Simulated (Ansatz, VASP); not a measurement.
# Two plane-wave programs on Al

File INCAR:

```
  ALGO = Fast
  EDIFF = 1E-6
  ENCUT = 520
  GGA = PS
  ISIF = 2
  ISMEAR = 0
  IVDW = 12
  LASPH = T
  LCHARG = T
  LELF = T
  LREAL = F
  LVHAR = T
  LWAVE = F
  NBANDS = 14
  NELM = 60
  PREC = Accurate
  SIGMA = 0.15
```

Contents of KPOINTS:

```
k-points
0
Gamma
  18 18 6
```

The input POSCAR:

```
Al
1.0
    2.9968000000      0.0000000000      0.0000000000
   -1.4984000000      2.5953049301      0.0000000000
    0.0000000000      0.0000000000     10.5157000000
Al
4
Direct
    0.0000000000      0.0000000000      0.0000000000
    0.3333333333      0.6666666667      0.2500000000
    0.0000000000      0.0000000000      0.5000000000
    0.6666666667      0.3333333333      0.7500000000
```

Input for Ansatz:

```yaml
crystal:
  lattice:
    - [2.9968, 0.0, 0.0]
    - [-1.4984, 2.5953049301, 0.0]
    - [0.0, 0.0, 10.5157]
  atoms:
    - { symbol: Al, position: [0.0, 0.0, 0.0] }
    - { symbol: Al, position: [0.3333333333, 0.6666666667, 0.25] }
    - { symbol: Al, position: [0.0, 0.0, 0.5] }
    - { symbol: Al, position: [0.6666666667, 0.3333333333, 0.75] }
basis:
  ecutwfc: 420
kpoints:
  mp_grid: { grid: [18, 18, 6] }
hamiltonian:
  xc: pbesol
  pseudopotentials: { kind: paw, azcp: { folder: soft_1 } }
  dispersion: d3bj
scf:
  occupations: { method: gaussian, width: 0.15 }
output:
  forces: true
  stress: true
  eigenvalues: true
```

Alike in both runs: task single point; functional PBEsol; dispersion D3(BJ); k mesh 18 × 18 × 6; occupations gaussian, width 0.15 eV; no spin polarisation.

```csv
,VASP,Ansatz
version,VASP 6.6.1,Ansatz 0.2.0
potentials or method,"VASP PAW PBE potentials, release 64 (Al), cutoff 520 eV","scalar-relativistic, plane waves, PAW"
valence electrons in the cell,12,12
```

Ansatz gave:

| Item | Value |
| --- | --- |
| gap on the k mesh at the Fermi level (eV) | none |
| pressure (GPa) | -12.8 |
| traceless stress, the component that is largest in VASP (GPa) | -0.26 |

Task: What did VASP give for the same quantities?

Result: gap on the k mesh at the Fermi level (eV): none; pressure (GPa): -12.7; traceless stress, the component that is largest in VASP (GPa): -0.27.

VASP's potentials were made for PBE, not for PBEsol, and Ansatz warns of the same on its side. A gap of «none» marks a metal or a gap that the smearing closes.
